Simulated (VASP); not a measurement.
# Si3Ge2 (P-6m2) in VASP: notebook

Runs on Si3Ge2. Level: PBE. Tasks: single point, relaxation of cell and atoms.

All numbers are computed with VASP 6.6.1; they aren't measurements. Logs are shortened: lines on timing, memory, paths and dates and some standing lists are left out, and cuts for length are marked.

## Step 1: The cell of the first run

It takes space group P-6m2 (No. 187, hexagonal). Conventional cell: a = 2.933 Å, b = 2.933 Å, c = 22.440 Å, α = 90.00°, β = 90.00°, γ = 120.00°. Within 3.4 Å of Si (site symmetry 3m) lie 12 Si at 2.57 to 2.93 Å. Si (site symmetry 3m) has 9 Si at 2.57 to 2.93 Å and 3 Ge at 2.91 Å within 3.4 Å. Si (site symmetry 3m) has 9 Si at 2.57 to 2.93 Å and 3 Ge at 2.77 Å within 3.4 Å. Ge (site symmetry -6m2) has 6 Si at 2.77 Å and 6 Ge at 2.93 Å within 3.7 Å. Ge (site symmetry 3m) has 3 Si at 2.91 Å and 9 Ge at 2.93 to 3.26 Å within 3.8 Å. Ge (site symmetry -6m2) has 12 Ge at 2.93 to 3.26 Å within 3.9 Å.

## Step 2: Single point, PBE

Contents of INCAR:

```
SYSTEM = Si3Ge2
  PREC = Accurate
  ENCUT = 520
  EDIFF = 1E-6
  ISMEAR = 0
  SIGMA = 0.1
  LREAL = .FALSE.
  LASPH = .TRUE.
  NELM = 60
  ALGO = Normal
  ISIF = 2
  LWAVE = .FALSE.
  LCHARG = .TRUE.
  GGA = PE
  LELF = .TRUE.
  LVHAR = .TRUE.
  NBANDS = 51
```

Contents of KPOINTS:

```
regular mesh
0
G
  6 6 1
  0 0 0
```

Contents of POSCAR:

```
Si3Ge2
1.0
    2.9325616634      0.0000000000      0.0000000000
   -1.4662808317      2.5396728987      0.0000000000
    0.0000000000      0.0000000000     22.4400293277
Si Ge
6 4
Direct
    0.6666666667      0.3333333333      0.8160237623
    0.6666666667      0.3333333333      0.1839762377
    0.3333333333      0.6666666667      0.7296896271
    0.3333333333      0.6666666667      0.9021402560
    0.3333333333      0.6666666667      0.0978597440
    0.3333333333      0.6666666667      0.2703103729
    0.6666666667      0.3333333333      0.0000000000
    0.6666666667      0.3333333333      0.3758566955
    0.6666666667      0.3333333333      0.6241433045
    0.3333333333      0.6666666667      0.5000000000
```

Potentials or basis: VASP PAW PBE potentials, release 64 (Si, Ge_d).

Launch:

```bash
$ cat potpaw_PBE.64/Si/POTCAR potpaw_PBE.64/Ge_d/POTCAR > POTCAR
$ mpirun -np 1 vasp_std > vasp.out
```

OUTCAR:

```text
SYSTEM = Si3Ge2
   PREC = Accurate
   ENCUT = 520
   EDIFF = 1E-6
   ISMEAR = 0
   LREAL = .FALSE.
   LASPH = .TRUE.
   NELM = 60
   ISIF = 2
   GGA = PE

 ion  position               nearest neighbor table
   1  0.667  0.333  0.816-   4 2.57   4 2.57   4 2.57   3 2.57   3 2.57   3 2.57
   2  0.667  0.333  0.184-   5 2.57   5 2.57   5 2.57   6 2.57   6 2.57   6 2.57
   3  0.333  0.667  0.730-   1 2.57   1 2.57   1 2.57   9 2.91   9 2.91   9 2.91
   4  0.333  0.667  0.902-   1 2.57   1 2.57   1 2.57   7 2.77   7 2.77   7 2.77
   5  0.333  0.667  0.098-   2 2.57   2 2.57   2 2.57   7 2.77   7 2.77   7 2.77
   6  0.333  0.667  0.270-   2 2.57   2 2.57   2 2.57   8 2.91   8 2.91   8 2.91
   7  0.667  0.333  0.000-   4 2.77   5 2.77   4 2.77   5 2.77   4 2.77   5 2.77
   8  0.667  0.333  0.376-   6 2.91   6 2.91   6 2.91
   9  0.667  0.333  0.624-   3 2.91   3 2.91   3 2.91
  10  0.333  0.667  0.500-

  LATTYP: Found a hexagonal cell.
 ALAT       =     2.9325616634
 C/A-ratio  =     7.6520230104

  Lattice vectors:

 A1 = (   2.9325616634,   0.0000000000,   0.0000000000)
 A2 = (  -1.4662808317,   2.5396728987,   0.0000000000)
 A3 = (   0.0000000000,   0.0000000000,  22.4400293277)

Analysis of symmetry for initial positions (statically):
=====================================================================
 Subroutine PRICEL returns:
 Original cell was already a primitive cell.

 Routine SETGRP: Setting up the symmetry group for a
 hexagonal supercell.

 Subroutine GETGRP returns: Found 12 space group operations
 (whereof 12 operations were pure point group operations)
 out of a pool of 24 trial point group operations.

The static configuration has the point symmetry D_3h.

Analysis of symmetry for dynamics (positions and initial velocities):
=====================================================================
 Subroutine PRICEL returns:
 Original cell was already a primitive cell.

 Routine SETGRP: Setting up the symmetry group for a
 hexagonal supercell.

 Subroutine GETGRP returns: Found 12 space group operations
 (whereof 12 operations were pure point group operations)
 out of a pool of 24 trial point group operations.

The dynamic configuration has the point symmetry D_3h.

 Subroutine INISYM returns: Found 12 space group operations
 (whereof 12 operations are pure point group operations),
 and found     1 'primitive' translations

----------------------------------------------------------------------------------------

                                     Primitive cell

  volume of cell :     167.1277

  direct lattice vectors                    reciprocal lattice vectors
     2.932561663  0.000000000  0.000000000     0.340998797  0.196875747  0.000000000
    -1.466280832  2.539672899  0.000000000     0.000000000  0.393751495  0.000000000
     0.000000000  0.000000000 22.440029328     0.000000000  0.000000000  0.044563222

  length of vectors
     2.932561663  2.932561663 22.440029328     0.393751495  0.393751495  0.044563222

  position of ions in fractional coordinates (direct lattice)
     0.666666667  0.333333333  0.816023762
     0.666666667  0.333333333  0.183976238
     0.333333333  0.666666667  0.729689627
     0.333333333  0.666666667  0.902140256
     0.333333333  0.666666667  0.097859744
     0.333333333  0.666666667  0.270310373
     0.666666667  0.333333333  0.000000000
     0.666666667  0.333333333  0.375856695
     0.666666667  0.333333333  0.624143305
     0.333333333  0.666666667  0.500000000

  ion indices of the primitive-cell ions
   primitive index   ion index
                 1           1
                 2           2
                 3           3
                 4           4
                 5           5
                 6           6
                 7           7
                 8           8
                 9           9
                10          10

----------------------------------------------------------------------------------------

 KPOINTS: regular mesh

Automatic generation of k-mesh.
 Grid dimensions read from file:
 generate k-points for:    6    6    1

 Generating k-lattice:

  Cartesian coordinates                     Fractional coordinates (reciprocal lattice)
     0.056833133  0.032812625  0.000000000     0.166666667  0.000000000  0.000000000
     0.000000000  0.065625249  0.000000000     0.000000000  0.166666667  0.000000000
     0.000000000  0.000000000  0.044563222     0.000000000  0.000000000  1.000000000

  Length of vectors
     0.065625249  0.065625249  0.044563222

  Shift w.r.t. Gamma in fractional coordinates (k-lattice)
     0.000000000  0.000000000  0.000000000

 Subroutine IBZKPT returns following result:
 ===========================================

 Found      7 irreducible k-points:

 Following reciprocal coordinates:
            Coordinates               Weight
  0.000000  0.000000  0.000000      1.000000
  0.166667  0.000000  0.000000      6.000000
  0.333333  0.000000  0.000000      6.000000
  0.500000  0.000000  0.000000      3.000000
  0.166667  0.166667  0.000000      6.000000
  0.333333  0.166667  0.000000     12.000000
  0.333333  0.333333  0.000000      2.000000
   k-points           NKPTS =      7   k-points in BZ     NKDIM =      7   number of bands    NBANDS=     51
   number of dos      NEDOS =    301   number of ions     NIONS =     10
   total plane-waves  NPLWV =  96768
   dimension x,y,z NGX =    24 NGY =   24 NGZ =  168
   dimension x,y,z NGXF=    48 NGYF=   48 NGZF=  336
   ions per type =               6   4
   NGX,Y,Z   is equivalent  to a cutoff of  13.61, 13.61, 12.45 a.u.
   NGXF,Y,Z  is equivalent  to a cutoff of  27.21, 27.21, 24.89 a.u.
 SYSTEM =  Si3Ge2
   PREC   = accura    normal or accurate (medium, high low for compatibility)
   ISTART =      0    job   : 0-new  1-cont  2-samecut
   ICHARG =      2    charge: 1-file 2-atom 10-const
   ISPIN  =      1    spin polarized calculation?
   LNONCOLLINEAR =      F non collinear calculations
   LSORBIT =      F    spin-orbit coupling
   LASPH  =      T    aspherical Exc in radial PAW
   ENCUT  =  520.0 eV  38.22 Ry    6.18 a.u.   5.45  5.45 41.72*2*pi/ulx,y,z
   NELM   =     60;   NELMIN=  2; NELMDL= -5     # of ELM steps
   EDIFF  = 0.1E-05   stopping-criterion for ELM
   LREAL  =      F    real-space projection
   EDIFFG = 0.1E-04   stopping-criterion for IOM
   NSW    =      0    number of steps for IOM
   IBRION =     -1    ionic relax: 0-MD 1-quasi-New 2-CG
   NFREE  =      0    steps in history (QN), initial steepest desc. (CG)
   ISIF   =      2    stress and relaxation
   ISYM   =      2    0-nonsym 1-usesym 2-fastsym
   POTIM  = 0.5000    time-step for ionic-motion
   TEBEG  =    0.0;   TEEND  =   0.0 temperature during run
   PSTRESS=    0.0 pullay stress
   NELECT =      80.0000    total number of electrons
   NUPDOWN=      -1.0000    fix difference up-down
   EMIN   =  10.00;   EMAX   =-10.00  energy-range for DOS
   EFERMI =   0.00;   METHOD = LEGACY
   ISMEAR =     0;   SIGMA  =   0.10  broadening in eV -4-tet -1-fermi 0-gaus
   EFERMI_NEDOS =   21; number of points for ismear=-14 and -15
   IALGO  =     38    algorithm
   IMIX   =      4    mixing-type and parameters
     AMIX     =   0.40;   BMIX     =  1.00
     AMIX_MAG =   1.60;   BMIX_MAG =  1.00
  volume/ion in A,a.u.               =      16.71       112.78
  Fermi-wavevector in a.u.,A,eV,Ry     =   1.280625  2.420031 22.313567  1.640001
  Thomas-Fermi vector in A             =   2.413042
   LORBIT       =      0    0 simple, 1 ext, 2 COOP (PROOUT), +10 PAW based schemes
   GGA     = PE    functional components
   LHFCALC =     F    Hartree Fock is set to
   AEXX    =    0.0000 exact exchange contribution
   IVDW    =     0    specifies the selected vdW correction
   LEPSILON=     F    determine dielectric tensor
   LRPA    =     F    only Hartree local field effects (RPA)
 non-spin polarized calculation
 Gauss-broadening in eV      SIGMA  =   0.10
  energy-cutoff  :      520.00
  volume of cell :      167.13
 maximum number of plane-waves:      4595
 NGX is ok and might be reduce to    24
   NGX = 11   NGY = 11   NGZ = 83

 number of electron      79.9999954 magnetization

 Free energy of the ion-electron system (eV)
  ---------------------------------------------------
  ext. energy  EPLUGINS =         0.00000000
  ---------------------------------------------------
  free energy    TOTEN  =       -45.91194747 eV

  energy without entropy =      -45.89960469  energy(sigma->0) =      -45.90577608

 E-fermi :   8.1022     XC(G=0): -11.0969

 val. band max:        8.0318881753   @ k =   0.3333   0.1667   0.0000
 cond. band min:       8.3678575671   @ k =   0.3333   0.1667   0.0000
 fundamental gap:      0.3359693918
 Fermi energy:         8.1021614403

 k-point     1 :       0.0000    0.0000    0.0000
  band No.  band energies     occupation
      1     -16.8370      2.00000
      2     -16.8370      2.00000
      3     -16.8336      2.00000
      4     -16.7660      2.00000
      5     -16.7660      2.00000
      6     -16.7647      2.00000
[... 43 lines left out ...]
     50      16.0529      0.00000
     51      16.0534      0.00000

 k-point     2 :       0.1667    0.0000    0.0000
  band No.  band energies     occupation
      1     -16.8461      2.00000
      2     -16.8139      2.00000
      3     -16.8119      2.00000
      4     -16.7794      2.00000
      5     -16.7702      2.00000
      6     -16.7682      2.00000
[... 43 lines left out ...]
     50      14.2998      0.00000
     51      14.4024      0.00000

 k-point     3 :       0.3333    0.0000    0.0000
  band No.  band energies     occupation
      1     -16.8655      2.00000
      2     -16.8049      2.00000
      3     -16.7902      2.00000
      4     -16.7888      2.00000
      5     -16.7763      2.00000
      6     -16.7722      2.00000
[... 205 lines left out ...]
     50       9.8804      0.00000
     51      10.5639      0.00000

 k-point     7 :       0.3333    0.3333    0.0000
  band No.  band energies     occupation
      1     -16.8013      2.00000
      2     -16.8009      2.00000
      3     -16.7923      2.00000
      4     -16.7912      2.00000
      5     -16.7713      2.00000
      6     -16.7300      2.00000
[... 43 lines left out ...]
     50       8.9914      0.00000
     51       9.0802      0.00000

------------------------ aborting loop because EDIFF is reached ----------------------------------------

  FORCE on cell =-STRESS in cart. coord.  units (eV):
  Direction    XX          YY          ZZ          XY          YZ          ZX
  --------------------------------------------------------------------------------------
  -------------------------------------------------------------------------------------
  Total        0.1936108      0.1936108      0.0202401      0.0000000      0.0000000      0.0000000
  in kB        1.8560592      1.8560592      0.1940330      0.0000000      0.0000000      0.0000000
  external PRESSURE =       1.3020505 kB  Pullay stress =       0.0000000 kB

 VOLUME and BASIS-vectors are now :
 -----------------------------------------------------------------------------
  energy-cutoff  :      520.00
  volume of cell :      167.13
      direct lattice vectors                 reciprocal lattice vectors
     2.932561663  0.000000000  0.000000000     0.340998797  0.196875747  0.000000000
    -1.466280832  2.539672899  0.000000000     0.000000000  0.393751495  0.000000000
     0.000000000  0.000000000 22.440029328     0.000000000  0.000000000  0.044563222

 POSITION                                       TOTAL-FORCE (eV/Angst)
 -----------------------------------------------------------------------------------
      1.46628      0.84656     18.31160         0.000000     -0.000000     -0.007158
      1.46628      0.84656      4.12843         0.000000     -0.000000      0.007158
     -0.00000      1.69312     16.37426        -0.000000     -0.000000     -0.005937
     -0.00000      1.69312     20.24405         0.000000     -0.000000     -0.030607
     -0.00000      1.69312      2.19598         0.000000     -0.000000      0.030607
     -0.00000      1.69312      6.06577        -0.000000      0.000000      0.005937
      1.46628      0.84656      0.00000        -0.000000      0.000000      0.000000
      1.46628      0.84656      8.43424        -0.000000      0.000000     -0.012581
      1.46628      0.84656     14.00579         0.000000     -0.000000      0.012581
     -0.00000      1.69312     11.22001         0.000000     -0.000000      0.000000
 -----------------------------------------------------------------------------------
    total drift:                               -0.000000      0.000000      0.000000

  FREE ENERGIE OF THE ION-ELECTRON SYSTEM (eV)
  ---------------------------------------------------
  free  energy   TOTEN  =       -45.9119474725 eV

  energy  without entropy=      -45.8996046926  energy(sigma->0) =      -45.90577608
```

It took 65 s on 1 thread of Intel Xeon Platinum 8488C (Sapphire Rapids), shared host; peak memory 0.3 GiB.

What came out:

```yaml
Free_energy: -45.9119 eV
Pressure: 0.1 GPa
Largest_force: 0.031 eV/Å
Band_gap_on_the_k_mesh: zero (bands 40 and 41 overlap by 7.74 eV)
```

Forces on the atoms (eV/Å):
```
Si   0.000  0.000 -0.007
Si   0.000  0.000  0.007
Si   0.000  0.000 -0.006
Si   0.000  0.000 -0.031
Si   0.000  0.000  0.031
Si   0.000  0.000  0.006
Ge   0.000  0.000  0.000
Ge   0.000  0.000 -0.013
Ge   0.000  0.000  0.013
Ge   0.000  0.000  0.000
```

Stress tensor (GPa, compression positive):
```
0.19 0.00 0.00
0.00 0.19 0.00
0.00 0.00 0.02
```

Levels at points of the mesh, in eV from the Fermi level:
| k point | band 38 | band 39 | band 40 | band 41 | band 42 | band 43 |
| --- | --- | --- | --- | --- | --- | --- |
| (0.00, 0.00, 0.00) | 5.53 | 5.53 | 5.61 | 5.61 | 6.81 | 6.81 |
| (0.50, 0.00, 0.00) | -1.92 | -1.16 | -0.90 | -0.39 | 1.07 | 1.55 |

Caveat: the k points lie up to 0.41 Å⁻¹ apart, too coarse for converged energies and pressures of a metal.

## Step 3: Single point, PBE

This run uses another cell than the first one, of 16.83 Å³/atom.

Contents of INCAR:

```
PREC = Accurate
ENCUT = 520
EDIFF = 1E-6
ISMEAR = 0
SIGMA = 0.1
LREAL = False
LASPH = True
NELM = 60
ALGO = Normal
ISIF = 2
LWAVE = False
LCHARG = False
GGA = PE
NBANDS = 51
```

Contents of KPOINTS:

```
regular mesh
0
Gamma
  6 6 1
```

Contents of POSCAR:

```
Si3Ge2
1.0
    2.8831710800      0.0000000000      0.0000000000
   -1.4415855400      2.4968994000      0.0000000000
    0.0000000000      0.0000000000     23.3801855700
Si Ge
6 4
Direct
    0.6666666700      0.3333333300      0.8000000000
    0.6666666700      0.3333333300      0.2000000000
    0.3333333300      0.6666666700      0.7000000000
    0.3333333300      0.6666666700      0.9000000000
    0.3333333300      0.6666666700      0.1000000000
    0.3333333300      0.6666666700      0.3000000000
    0.6666666700      0.3333333300      0.0000000000
    0.6666666700      0.3333333300      0.4000000000
    0.6666666700      0.3333333300      0.6000000000
    0.3333333300      0.6666666700      0.5000000000
```

Potentials or basis: VASP PAW PBE potentials, release 64 (Si, Ge_d).

Launch:

```bash
$ cat potpaw_PBE.64/Si/POTCAR potpaw_PBE.64/Ge_d/POTCAR > POTCAR
$ mpirun -np 1 vasp_std > vasp.out
```

Run time: 1.8 min. Hardware: 1 thread of Intel Xeon Platinum 8488C (Sapphire Rapids), shared host; peak memory 0.31 GiB.

It converged, with:

```
Free energy            : -44.9072 eV
Pressure               : -1.2 GPa
Largest force          : 0.494 eV/Å
Band gap on the k mesh : zero (bands 40 and 41 overlap by 9.35 eV)
```

Forces in eV/Å, atoms in the order of the input:
```
Si   0.000  0.000  0.000
Si   0.000  0.000  0.000
Si   0.000  0.000  0.488
Si   0.000  0.000 -0.471
Si   0.000  0.000  0.471
Si   0.000  0.000 -0.488
Ge   0.000  0.000  0.000
Ge   0.000  0.000 -0.494
Ge   0.000  0.000  0.494
Ge   0.000  0.000  0.000
```

Stress tensor (GPa, compression positive):
```
  3.49   0.00   0.00
  0.00   3.49   0.00
  0.00   0.00 -10.52
```

Levels at points of the mesh, in eV from the Fermi level:
| k point | band 36 | band 37 | band 38 | band 39 | band 40 | band 41 | band 42 | band 43 | band 44 | band 45 |
| --- | --- | --- | --- | --- | --- | --- | --- | --- | --- | --- |
| (0.00, 0.00, 0.00) | 3.27 | 3.28 | 7.03 | 7.03 | 7.15 | 7.16 | 7.16 | 7.21 | 7.45 | 7.45 |
| (0.50, 0.00, 0.00) | -3.79 | -3.06 | -2.88 | -1.92 | -1.51 | -1.26 | 0.70 | 1.07 | 1.29 | 2.40 |

Caveat: the k points lie up to 0.42 Å⁻¹ apart, too coarse for converged energies and pressures of a metal.

[end of part 1 of 2]
